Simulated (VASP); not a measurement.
# CeO2 (Fm-3m) in VASP: further runs, part 2 of 2

VASP 6.6.1. Earlier steps stand in the parts before.

## (5) Single point, PBE

This run uses another cell than the first one, of 13.60 Å³/atom.

Contents of INCAR:

```
PREC     = Accurate       # precision mode
ENCUT    = 520            # plane-wave cutoff, eV
EDIFF    = 1E-6           # SCF threshold, eV
ISMEAR   = -5             # smearing method
SIGMA    = 0.1            # smearing width, eV
LREAL    = F              # projectors in reciprocal space
LASPH    = T              # aspherical terms in the spheres
NELM     = 80             # most SCF steps
ALGO     = Normal         # electronic algorithm
ISIF     = 2              # what is computed and relaxed
LWAVE    = F              # write WAVECAR
LCHARG   = T              # write CHGCAR
GGA      = PE             # functional
LELF     = T              # ELF
LVHAR    = T            
NBANDS   = 19             # bands
```

Contents of KPOINTS:

```
Automatic mesh
0
Gamma
  12 12 12
```

Contents of POSCAR:

```
CeO2
1.0
    0.0000000000      2.7321286902      2.7321286902
    2.7321286902      0.0000000000      2.7321286902
    2.7321286902      2.7321286902      0.0000000000
Ce O
1 2
Direct
    0.0000000000      0.0000000000      0.0000000000
    0.2500000000      0.2500000000      0.2500000000
    0.7500000000      0.7500000000      0.7500000000
```

Potentials or basis: VASP PAW PBE potentials, release 64 (Ce, O).

On the command line:

```sh
> cat potpaw_PBE.64/Ce/POTCAR potpaw_PBE.64/O/POTCAR > POTCAR
> mpirun -np 1 vasp_std > vasp.out
```

OUTCAR:

```text
PREC = Accurate
   ENCUT = 520
   EDIFF = 1E-6
   ISMEAR = -5
   LREAL = F
   LASPH = T
   NELM = 80
   ISIF = 2
   GGA = PE

 ion  position               nearest neighbor table
   1  0.000  0.000  0.000-   2 2.37   3 2.37   3 2.37   3 2.37   3 2.37   2 2.37   2 2.37   2 2.37

   2  0.250  0.250  0.250-   1 2.37   1 2.37   1 2.37   1 2.37
   3  0.750  0.750  0.750-   1 2.37   1 2.37   1 2.37   1 2.37

  LATTYP: Found a face centered cubic cell.
 ALAT       =     5.4642573804

  Lattice vectors:

 A1 = (   0.0000000000,   2.7321286902,   2.7321286902)
 A2 = (   2.7321286902,   0.0000000000,   2.7321286902)
 A3 = (   2.7321286902,   2.7321286902,   0.0000000000)

Analysis of symmetry for initial positions (statically):
=====================================================================
 Subroutine PRICEL returns:
 Original cell was already a primitive cell.

 Routine SETGRP: Setting up the symmetry group for a
 face centered cubic supercell.

 Subroutine GETGRP returns: Found 48 space group operations
 (whereof 48 operations were pure point group operations)
 out of a pool of 48 trial point group operations.

The static configuration has the point symmetry O_h .

Analysis of symmetry for dynamics (positions and initial velocities):
=====================================================================
 Subroutine PRICEL returns:
 Original cell was already a primitive cell.

 Routine SETGRP: Setting up the symmetry group for a
 face centered cubic supercell.

 Subroutine GETGRP returns: Found 48 space group operations
 (whereof 48 operations were pure point group operations)
 out of a pool of 48 trial point group operations.

The dynamic configuration has the point symmetry O_h .

 Subroutine INISYM returns: Found 48 space group operations
 (whereof 48 operations are pure point group operations),
 and found     1 'primitive' translations

[... 116 lines left out ...]
   IMIX   =      4    mixing-type and parameters
     AMIX     =   0.40;   BMIX     =  1.00
     AMIX_MAG =   1.60;   BMIX_MAG =  1.00
  volume/ion in A,a.u.               =      13.60        91.75
  Fermi-wavevector in a.u.,A,eV,Ry     =   1.371831  2.592386 25.605098  1.881922
  Thomas-Fermi vector in A             =   2.497493
   LORBIT       =      0    0 simple, 1 ext, 2 COOP (PROOUT), +10 PAW based schemes
   GGA     = PE    functional components
   LHFCALC =     F    Hartree Fock is set to
   AEXX    =    0.0000 exact exchange contribution
   IVDW    =     0    specifies the selected vdW correction
   LEPSILON=     F    determine dielectric tensor
   LRPA    =     F    only Hartree local field effects (RPA)
 non-spin polarized calculation
 Fermi weights with tetrahedron method with Bloechl corrections
  energy-cutoff  :      520.00
  volume of cell :       40.79
 maximum number of plane-waves:      1113
 NGX is ok and might be reduce to    30
   NGX = 15   NGY = 15   NGZ = 15

 number of electron      23.9999992 magnetization

 Free energy of the ion-electron system (eV)
  ---------------------------------------------------
  ext. energy  EPLUGINS =         0.00000000
  ---------------------------------------------------
  free energy    TOTEN  =       -26.23008488 eV

  energy without entropy =      -26.23008488  energy(sigma->0) =      -26.23008488

 E-fermi :   5.1080     XC(G=0): -11.1673

 val. band max:        5.0398223868   @ k =  -0.2500   0.2500   0.0000
 cond. band min:       6.9036186827   @ k =   0.5000   0.0000   0.0000
 fundamental gap:      1.8637962960
 Fermi energy:         5.1079547749

 k-point     1 :       0.0000    0.0000    0.0000
  band No.  band energies     occupation
      1     -27.4338      2.00000
      2     -11.2242      2.00000
      3     -10.2767      2.00000
      4      -9.6115      2.00000
      5      -9.6115      2.00000
      6      -9.6115      2.00000
[... 505 lines left out ...]
      6      -7.5111      2.00000
[... 11 lines left out ...]
     18       7.5486      0.00000
     19       7.8259      0.00000

 [... further k-points ...]

------------------------ aborting loop because EDIFF is reached ----------------------------------------

  FORCE on cell =-STRESS in cart. coord.  units (eV):
  Direction    XX          YY          ZZ          XY          YZ          ZX
  --------------------------------------------------------------------------------------
  -------------------------------------------------------------------------------------
  Total        0.0198321      0.0198321      0.0198321      0.0000000      0.0000000      0.0000000
  in kB        0.7790158      0.7790158      0.7790158      0.0000000      0.0000000      0.0000000
  external PRESSURE =       0.7790158 kB  Pullay stress =       0.0000000 kB

 VOLUME and BASIS-vectors are now :
 -----------------------------------------------------------------------------
  energy-cutoff  :      520.00
  volume of cell :       40.79
      direct lattice vectors                 reciprocal lattice vectors
     0.000000000  2.732128690  2.732128690    -0.183007485  0.183007485  0.183007485
     2.732128690  0.000000000  2.732128690     0.183007485 -0.183007485  0.183007485
     2.732128690  2.732128690  0.000000000     0.183007485  0.183007485 -0.183007485

 POSITION                                       TOTAL-FORCE (eV/Angst)
 -----------------------------------------------------------------------------------
      0.00000      0.00000      0.00000         0.000000     -0.000000     -0.000000
      1.36606      1.36606      1.36606        -0.000000      0.000000      0.000000
      4.09819      4.09819      4.09819         0.000000     -0.000000     -0.000000
 -----------------------------------------------------------------------------------
    total drift:                                0.000000     -0.000000      0.000000

  FREE ENERGIE OF THE ION-ELECTRON SYSTEM (eV)
  ---------------------------------------------------
  free  energy   TOTEN  =       -26.2300848834 eV

  energy  without entropy=      -26.2300848834  energy(sigma->0) =      -26.23008488
```

OSZICAR:

```text
N       E                     dE             d eps       ncg     rms          rms(c)
DAV:   1     0.229667781033E+03    0.22967E+03   -0.11472E+04  2832   0.169E+03
DAV:   2     0.100041507749E+02   -0.21966E+03   -0.19117E+03  3493   0.286E+02
DAV:   3    -0.303576631281E+02   -0.40362E+02   -0.39141E+02  3297   0.142E+02
DAV:   4    -0.317427658689E+02   -0.13851E+01   -0.13830E+01  3725   0.261E+01
[... 10 lines left out ...]
DAV:  15    -0.262313926073E+02    0.47518E-02   -0.44135E-03  3328   0.101E+00    0.566E-01
DAV:  16    -0.262301752674E+02    0.12173E-02   -0.18467E-03  3304   0.586E-01    0.254E-01
DAV:  17    -0.262300834626E+02    0.91805E-04   -0.43757E-04  4254   0.209E-01    0.924E-02
DAV:  18    -0.262300843731E+02   -0.91055E-06   -0.28906E-05  3846   0.318E-02    0.466E-02
DAV:  19    -0.262300848834E+02   -0.51031E-06   -0.17233E-06  2573   0.150E-02
   1 F= -.26230085E+02 E0= -.26230085E+02  d E =0.000000E+00
```

stdout:

```text
POSCAR found type information on POSCAR CeO
 POSCAR found :  2 types and       3 ions
 scaLAPACK will be used
 LDA part: xc-table for (Slater+PW92), standard interpolation
 POSCAR, INCAR and KPOINTS ok, starting setup
 FFT: planning ... GRIDC
 FFT: planning ... GRID_SOFT
 FFT: planning ... GRID
 WAVECAR not read
 entering main loop
```

Wall time 2.2 min (1 thread of Intel Xeon 8259CL, shared host); peak memory 0.22 GiB.

Results:

* Free energy: -26.2301 eV
* Pressure: 0.1 GPa
* Band gap on the k mesh: 1.86 eV (least direct gap 1.96 eV)

Caveat: spin-orbit coupling is left out, which moves the levels of the heavy elements.

## (6) Overview

```tsv
cell	smearing	gap on the mesh (eV)	pressure (GPa)
a = 3.869 Å, angles 60.0°, 3 atoms	gaussian 0.05 eV	1.85	-0.7
a = 3.864 Å, angles 60.0°, 3 atoms	gaussian 0.05 eV	1.87	0.0
a = 3.864 Å, angles 60.0°, 3 atoms	tetrahedron	1.86	0.1
```

Alike in all rows: task single point; level PBE; potentials or basis VASP PAW PBE potentials, release 64 (Ce, O); no spin polarisation; k mesh 12 × 12 × 12; cutoff (eV) 520.

Caveats: spin-orbit coupling is left out, which moves the levels of the heavy elements.

Total energies depend on the potentials used, so only differences within one code and one set of settings carry meaning.
